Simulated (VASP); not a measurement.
Here is a VASP 6.6.1 calculation.

The input INCAR:

```
SYSTEM = C
ALGO     = Normal         ! electronic algorithm
EDIFF    = 1E-6           ! SCF threshold, eV
ENCUT    = 910            ! plane-wave cutoff, eV
GGA_COMPAT= .FALSE.      
ISIF     = 2              ! what is computed and relaxed
ISMEAR   = 0              ! smearing method
LASPH    = .TRUE.         ! aspherical terms in the spheres
LCHARG   = .FALSE.        ! write CHGCAR
LREAL    = .FALSE.        ! projectors in reciprocal space
LWAVE    = .FALSE.        ! write WAVECAR
NBANDS   = 11             ! bands
NELM     = 120            ! most SCF steps
PREC     = Accurate       ! precision mode
SIGMA    = 0.01           ! smearing width, eV
```

File KPOINTS:

```
k-points
0
G
  7 7 7
  0 0 0
```

File POSCAR:

```
C
1.0
    0.0000000000      1.7833700000      1.7833700000
    1.7833700000      0.0000000000      1.7833700000
    1.7833700000      1.7833700000      0.0000000000
C
2
Direct
    0.0000000000      0.0000000000      0.0000000000
    0.2500000000      0.2500000000      0.2500000000
```

Potentials or basis: VASP PAW LDA potentials, release 64 (C_h).

Command:

```bash
$ cat potpaw_LDA.64/C_h/POTCAR > POTCAR
$ mpirun -np 1 vasp_std > vasp.out
```

Task: Estimate the band gap on the k mesh.

Result: 4.22 eV, indirect (least direct gap 5.54 eV).

Task: Estimate the pressure.

Result: -12.5 GPa.

Caveat: the k points lie up to 0.44 Å⁻¹ apart; the cutoff is under 1.25 times the usual one of these potentials, so pressure, stress and relaxed cells hold a basis-set (Pulay) error. A k mesh can miss the band edges.
